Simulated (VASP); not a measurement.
# Al (Im-3m) in VASP: notebook

The runs below take Al through single point, relaxation of cell and atoms, with PBE.

Everything below comes from runs of VASP 6.6.1. Logs are shortened: lines on timing, memory, paths and dates and some standing lists are left out, and cuts for length are marked.

### Step 1. The cell of the first run

It takes space group Im-3m (No. 229, cubic). Conventional cell: a = 3.214 Å, b = 3.214 Å, c = 3.214 Å, α = 90.00°, β = 90.00°, γ = 90.00°. Within 3.7 Å of Al (site symmetry m-3m) lie 14 Al at 2.78 to 3.21 Å.

### Step 2. Single point, PBE

File INCAR:

```
PREC = Accurate
ENCUT = 500
EDIFF = 1E-6
ISMEAR = 0
SIGMA = 0.1
LREAL = F
LASPH = T
NELM = 120
ALGO = Normal
ISIF = 2
LWAVE = F
LCHARG = F
GGA = PE
NBANDS = 8
GGA_COMPAT = F
```

File KPOINTS:

```
Automatic mesh
0
Gamma
  8 8 8
```

File POSCAR:

```
Al
1.0
   -1.6070005753      1.6070005753      1.6070005753
    1.6070005753     -1.6070005753      1.6070005753
    1.6070005753      1.6070005753     -1.6070005753
Al
1
Direct
    0.0000000000      0.0000000000      0.0000000000
```

Potentials or basis: VASP PAW PBE potentials, release 64 (Al).

The run is started by

```sh
$ cat potpaw_PBE.64/Al/POTCAR > POTCAR
$ mpirun -np 1 vasp_std > vasp.out
```

OUTCAR:

```text
PREC = Accurate
   ENCUT = 500
   EDIFF = 1E-6
   ISMEAR = 0
   LREAL = F
   LASPH = T
   NELM = 120
   ISIF = 2
   GGA = PE

 ion  position               nearest neighbor table
   1  0.000  0.000  0.000-

  LATTYP: Found a body centered cubic cell.
 ALAT       =     3.2140011506

  Lattice vectors:

 A1 = (  -1.6070005753,   1.6070005753,   1.6070005753)
 A2 = (   1.6070005753,  -1.6070005753,   1.6070005753)
 A3 = (   1.6070005753,   1.6070005753,  -1.6070005753)

Analysis of symmetry for initial positions (statically):
=====================================================================
 Subroutine PRICEL returns:
 Original cell was already a primitive cell.

 Routine SETGRP: Setting up the symmetry group for a
 body centered cubic supercell.

 Subroutine GETGRP returns: Found 48 space group operations
 (whereof 48 operations were pure point group operations)
 out of a pool of 48 trial point group operations.

The static configuration has the point symmetry O_h .

Analysis of symmetry for dynamics (positions and initial velocities):
=====================================================================
 Subroutine PRICEL returns:
 Original cell was already a primitive cell.

 Routine SETGRP: Setting up the symmetry group for a
 body centered cubic supercell.

 Subroutine GETGRP returns: Found 48 space group operations
 (whereof 48 operations were pure point group operations)
 out of a pool of 48 trial point group operations.

The dynamic configuration has the point symmetry O_h .

 Subroutine INISYM returns: Found 48 space group operations
 (whereof 48 operations are pure point group operations),
 and found     1 'primitive' translations

----------------------------------------------------------------------------------------

                                     Primitive cell

  volume of cell :      16.6000

  direct lattice vectors                    reciprocal lattice vectors
    -1.607000575  1.607000575  1.607000575     0.000000000  0.311138657  0.311138657
     1.607000575 -1.607000575  1.607000575     0.311138657  0.000000000  0.311138657
     1.607000575  1.607000575 -1.607000575     0.311138657  0.311138657  0.000000000

  length of vectors
     2.783406644  2.783406644  2.783406644     0.440016508  0.440016508  0.440016508

  position of ions in fractional coordinates (direct lattice)
     0.000000000  0.000000000  0.000000000

  ion indices of the primitive-cell ions
   primitive index   ion index
                 1           1

----------------------------------------------------------------------------------------

 KPOINTS: Automatic mesh

Automatic generation of k-mesh.
 Grid dimensions read from file:
 generate k-points for:    8    8    8

 Generating k-lattice:

  Cartesian coordinates                     Fractional coordinates (reciprocal lattice)
     0.000000000  0.038892332  0.038892332     0.125000000  0.000000000  0.000000000
     0.038892332  0.000000000  0.038892332     0.000000000  0.125000000  0.000000000
     0.038892332  0.038892332  0.000000000     0.000000000  0.000000000  0.125000000

  Length of vectors
     0.055002063  0.055002063  0.055002063

  Shift w.r.t. Gamma in fractional coordinates (k-lattice)
     0.000000000  0.000000000  0.000000000

 Subroutine IBZKPT returns following result:
 ===========================================

 Found     29 irreducible k-points:

 Following reciprocal coordinates:
            Coordinates               Weight
  0.000000  0.000000  0.000000      1.000000
  0.125000  0.000000  0.000000     12.000000
  0.250000  0.000000  0.000000     12.000000
  0.375000  0.000000  0.000000     12.000000
  0.500000  0.000000  0.000000      6.000000
  0.125000  0.125000  0.000000     24.000000
[... 16 lines left out ...]
 -0.250000  0.250000  0.250000      6.000000
 -0.375000  0.375000  0.250000     24.000000
 [... further k-points ...]
   k-points           NKPTS =     29   k-points in BZ     NKDIM =     29   number of bands    NBANDS=      8
   number of dos      NEDOS =    301   number of ions     NIONS =      1
   total plane-waves  NPLWV =   8000
   dimension x,y,z NGX =    20 NGY =   20 NGZ =   20
   dimension x,y,z NGXF=    40 NGYF=   40 NGZF=   40
   ions per type =               1
   NGX,Y,Z   is equivalent  to a cutoff of  11.95, 11.95, 11.95 a.u.
   NGXF,Y,Z  is equivalent  to a cutoff of  23.89, 23.89, 23.89 a.u.
 SYSTEM =  unknown system
   PREC   = accura    normal or accurate (medium, high low for compatibility)
   ISTART =      0    job   : 0-new  1-cont  2-samecut
   ICHARG =      2    charge: 1-file 2-atom 10-const
   ISPIN  =      1    spin polarized calculation?
   LNONCOLLINEAR =      F non collinear calculations
   LSORBIT =      F    spin-orbit coupling
   LASPH  =      T    aspherical Exc in radial PAW
   ENCUT  =  500.0 eV  36.75 Ry    6.06 a.u.   5.07  5.07  5.07*2*pi/ulx,y,z
   NELM   =    120;   NELMIN=  2; NELMDL= -5     # of ELM steps
   EDIFF  = 0.1E-05   stopping-criterion for ELM
   LREAL  =      F    real-space projection
   EDIFFG = 0.1E-04   stopping-criterion for IOM
   NSW    =      0    number of steps for IOM
   IBRION =     -1    ionic relax: 0-MD 1-quasi-New 2-CG
   NFREE  =      0    steps in history (QN), initial steepest desc. (CG)
   ISIF   =      2    stress and relaxation
   ISYM   =      2    0-nonsym 1-usesym 2-fastsym
   POTIM  = 0.5000    time-step for ionic-motion
   TEBEG  =    0.0;   TEEND  =   0.0 temperature during run
   PSTRESS=    0.0 pullay stress
   NELECT =       3.0000    total number of electrons
   NUPDOWN=      -1.0000    fix difference up-down
   EMIN   =  10.00;   EMAX   =-10.00  energy-range for DOS
   EFERMI =   0.00;   METHOD = LEGACY
   ISMEAR =     0;   SIGMA  =   0.10  broadening in eV -4-tet -1-fermi 0-gaus
   EFERMI_NEDOS =   21; number of points for ismear=-14 and -15
   IALGO  =     38    algorithm
   IMIX   =      4    mixing-type and parameters
     AMIX     =   0.40;   BMIX     =  1.00
     AMIX_MAG =   1.60;   BMIX_MAG =  1.00
  volume/ion in A,a.u.               =      16.60       112.02
  Fermi-wavevector in a.u.,A,eV,Ry     =   0.925577  1.749087 11.656013  0.856693
  Thomas-Fermi vector in A             =   2.051446
   LORBIT       =      0    0 simple, 1 ext, 2 COOP (PROOUT), +10 PAW based schemes
   GGA     = PE    functional components
   LHFCALC =     F    Hartree Fock is set to
   AEXX    =    0.0000 exact exchange contribution
   IVDW    =     0    specifies the selected vdW correction
   LEPSILON=     F    determine dielectric tensor
   LRPA    =     F    only Hartree local field effects (RPA)
 non-spin polarized calculation
 Gauss-broadening in eV      SIGMA  =   0.10
  energy-cutoff  :      500.00
  volume of cell :       16.60
 maximum number of plane-waves:       429
   NGX = 11   NGY = 11   NGZ = 11

 number of electron       3.0000000 magnetization

 Free energy of the ion-electron system (eV)
  ---------------------------------------------------
  ext. energy  EPLUGINS =         0.00000000
  ---------------------------------------------------
  free energy    TOTEN  =        -3.61210827 eV

  energy without entropy =       -3.60733277  energy(sigma->0) =       -3.60972052

 E-fermi :   8.0667     XC(G=0): -10.1789

 val. band max:        8.0140164578   @ k =   0.2500   0.2500   0.1250
 cond. band min:       8.0976381974   @ k =  -0.3750   0.3750   0.1250
 fundamental gap:      0.0836217396
 Fermi energy:         8.0666581014

 k-point     1 :       0.0000    0.0000    0.0000
  band No.  band energies     occupation
      1      -3.1502      2.00000
      2      21.1715      0.00000
      3      21.1715      0.00000
      4      21.1715      0.00000
      5      22.5545      0.00000
      6      22.5545      0.00000
      7      22.5545      0.00000
      8      24.2121      0.00000

 k-point     2 :       0.1250    0.0000    0.0000
  band No.  band energies     occupation
      1      -2.7027      2.00000
      2      17.3046      0.00000
      3      19.2347      0.00000
      4      19.7592      0.00000
      5      21.1710      0.00000
      6      22.2876      0.00000
      7      23.9117      0.00000
      8      24.4369      0.00000

 k-point     3 :       0.2500    0.0000    0.0000
  band No.  band energies     occupation
      1      -1.3686      2.00000
      2      12.2244      0.00000
      3      17.4709      0.00000
      4      17.8614      0.00000
      5      19.3948      0.00000
      6      20.7451      0.00000
      7      25.4519      0.00000
      8      25.5957      0.00000

 k-point     4 :       0.3750    0.0000    0.0000
  band No.  band energies     occupation
      1       0.8276      2.00000
      2       7.6882      2.00000
      3      16.4100      0.00000
      4      16.6195      0.00000
      5      18.2591      0.00000
      6      19.6890      0.00000
      7      27.1157      0.00000
      8      27.8502      0.00000

 k-point     5 :       0.5000    0.0000    0.0000
  band No.  band energies     occupation
      1       3.6428      2.00000
      2       4.0866      2.00000
      3      16.0573      0.00000
      4      16.1967      0.00000
      5      17.8754      0.00000
      6      19.3124      0.00000
      7      28.5720      0.00000
      8      29.8373      0.00000
[... 177 lines left out ...]
 k-point    22 :       0.2500    0.2500    0.2500
  band No.  band energies     occupation
      1       6.9717      2.00000
      2       6.9717      2.00000
      3       6.9717      2.00000
      4       8.2992      0.00101
      5      29.7441      0.00000
      6      29.7441      0.00000
      7      30.8359      0.00000
      8      30.8359      0.00000

 k-point    23 :      -0.2500    0.2500    0.2500
  band No.  band energies     occupation
      1       0.3916      2.00000
      2      12.9415      0.00000
      3      12.9415      0.00000
      4      14.5211      0.00000
      5      15.9184      0.00000
      6      24.6574      0.00000
      7      25.8498      0.00000
      8      26.8138      0.00000

 k-point    24 :      -0.3750    0.3750    0.2500
  band No.  band energies     occupation
      1       2.5605      2.00000
      2       9.2886      0.00000
      3      11.7625      0.00000
      4      13.8560      0.00000
      5      16.4363      0.00000
      6      22.3641      0.00000
      7      24.4236      0.00000
      8      27.3967      0.00000

 [... further k-points ...]
[... 5 lines left out ...]
  --------------------------------------------------------------------------------------
  -------------------------------------------------------------------------------------
  Total        0.1936306      0.1936306      0.1936306      0.0000000     -0.0000000      0.0000000
  in kB       18.6885849     18.6885849     18.6885849      0.0000000     -0.0000000      0.0000000
  external PRESSURE =      18.6885849 kB  Pullay stress =       0.0000000 kB

 VOLUME and BASIS-vectors are now :
 -----------------------------------------------------------------------------
  energy-cutoff  :      500.00
  volume of cell :       16.60
      direct lattice vectors                 reciprocal lattice vectors
    -1.607000575  1.607000575  1.607000575     0.000000000  0.311138657  0.311138657
     1.607000575 -1.607000575  1.607000575     0.311138657  0.000000000  0.311138657
     1.607000575  1.607000575 -1.607000575     0.311138657  0.311138657  0.000000000

 POSITION                                       TOTAL-FORCE (eV/Angst)
 -----------------------------------------------------------------------------------
      0.00000      0.00000      0.00000         0.000000     -0.000000      0.000000
 -----------------------------------------------------------------------------------
    total drift:                                0.000000      0.000000     -0.000000

  FREE ENERGIE OF THE ION-ELECTRON SYSTEM (eV)
  ---------------------------------------------------
  free  energy   TOTEN  =        -3.6121082719 eV

  energy  without entropy=       -3.6073327684  energy(sigma->0) =       -3.60972052
```

It took 4.4 s on 1 thread of Intel Xeon 8259CL, shared host; peak memory 0.12 GiB.

What came out:

```yaml
Free_energy: -3.6121 eV
Pressure: 1.9 GPa
```

Levels at points of the mesh, in eV from the Fermi level:
```tsv
k point	band 1	band 2	band 3	band 4
(0.00, 0.00, 0.00)	-11.22	13.10	13.10	13.10
(0.50, 0.00, 0.00)	-4.42	-3.98	7.99	8.13
(0.50, 0.50, 0.50)	1.73	1.73	1.73	2.87
```

### Step 3. Single point, PBE

This run uses another cell than the first one, of 16.94 Å³/atom, 1.020 times its volume.

INCAR: that of step 2 with these lines changed.

```diff
@@ -11,4 +11,6 @@
 LWAVE = F
-LCHARG = F
+LCHARG = T
 GGA = PE
+LELF = T
+LVHAR = T
 NBANDS = 8
```

File KPOINTS:

```
Automatic mesh
0
Gamma
  18 18 18
```

File POSCAR:

```
Al
1.0
   -1.6177602652      1.6177602652      1.6177602652
    1.6177602652     -1.6177602652      1.6177602652
    1.6177602652      1.6177602652     -1.6177602652
Al
1
Direct
    0.0000000000      0.0000000000      0.0000000000
```

Potentials or basis: VASP PAW PBE potentials, release 64 (Al).

The run is started by

```sh
$ cat potpaw_PBE.64/Al/POTCAR > POTCAR
$ mpirun -np 1 vasp_std > vasp.out
```

It took 19 s on 1 thread of Intel Xeon 8259CL, shared host; peak memory 0.13 GiB.

It converged, with:

* Free energy: -3.6528 eV
* Pressure: 0.0 GPa

Levels at points of the mesh, in eV from the Fermi level:
```
           k point  band 1  band 2  band 3  band 4  band 5  band 6
(0.00, 0.00, 0.00)  -10.96   13.10   13.10   13.10   14.32   14.32
(0.50, 0.00, 0.00)   -4.23   -3.84    7.96    8.20    9.79   11.20
(0.50, 0.50, 0.50)    1.82    1.82    1.82    3.02    3.02    5.27
```

### Step 4. Relaxation of cell and atoms, PBE

File INCAR:

```
SYSTEM = Al
PREC = Accurate
ENCUT = 500
EDIFF = 1E-7
ISMEAR = 0
SIGMA = 0.1
LREAL = .False.
LASPH = .True.
NELM = 120
ALGO = Normal
ISIF = 3
LWAVE = .False.
LCHARG = .False.
GGA = PE
IBRION = 2
NSW = 100
EDIFFG = -0.002
GGA_COMPAT = .False.
NELMIN = 4
```

File KPOINTS:

```
Automatic mesh
0
Gamma
  18 18 18
  0 0 0
```

File POSCAR:

```
Al
1.0
   -1.6070005753      1.6070005753      1.6070005753
    1.6070005753     -1.6070005753      1.6070005753
    1.6070005753      1.6070005753     -1.6070005753
Al
1
Direct
    0.0000000000      0.0000000000      0.0000000000
```

The run is started by

```sh
$ cat potpaw_PBE.64/Al/POTCAR > POTCAR
$ mpirun -np 1 vasp_std > vasp.out
```

Wall time 29 s (1 thread of Intel Xeon 8259CL, shared host); peak memory 0.13 GiB.

Results (log left out):

```yaml
Free_energy: -3.6528 eV
Relaxed_volume: 16.93 Å³/atom
Relaxed_cell: a = 2.802 Å, b = 2.802 Å, c = 2.802 Å, α = 109.47°, β = 109.47°, γ = 109.47°
Space_group_after_relaxing_to_0.05_Å: Im-3m (No. 229)
Energy_gained_by_relaxing: 1.5 meV/atom
Ionic_steps: 3
Pressure_after_relaxing: 0.0 GPa
```

The path:
```tsv
step	energy change (eV)	largest force (eV/Å)	pressure (GPa)	volume (Å³)
1	0.0000	0.0000	1.45	16.60
2	-0.0015	0.0000	-0.13	16.96
3	-0.0015	0.0000	0.00	16.93
```

Final structure:
```
Al
1.0
    -1.61768    1.61768    1.61768
     1.61768   -1.61768    1.61768
     1.61768    1.61768   -1.61768
Al
1
Direct
  0.00000 0.00000 0.00000
```

Levels at points of the mesh, in eV from the Fermi level:
```tsv
k point	band 1	band 2	band 3	band 4	band 5
(0.00, 0.00, 0.00)	-10.96	13.10	13.10	13.10	14.32
(0.50, 0.00, 0.00)	-4.23	-3.84	7.96	8.20	9.79
(0.50, 0.50, 0.50)	1.82	1.82	1.82	3.02	3.02
```

### Step 5. The runs side by side

```csv
task,cell,k mesh,gap on the mesh (eV),pressure (GPa)
single point,"a = 2.783 Å, angles 109.5°, 1 atom",8 × 8 × 8,none,1.9
single point,"a = 2.802 Å, angles 109.5°, 1 atom",18 × 18 × 18,none,0.0
relaxation of cell and atoms,"relaxed from a = 2.783 Å, angles 109.5°, 1 atom",18 × 18 × 18,none,0.0
```

Alike in all rows: level PBE; potentials or basis VASP PAW PBE potentials, release 64 (Al); no spin polarisation; cutoff (eV) 500; smearing gaussian 0.1 eV.

Absolute energies hang on the potentials; compare differences alone.
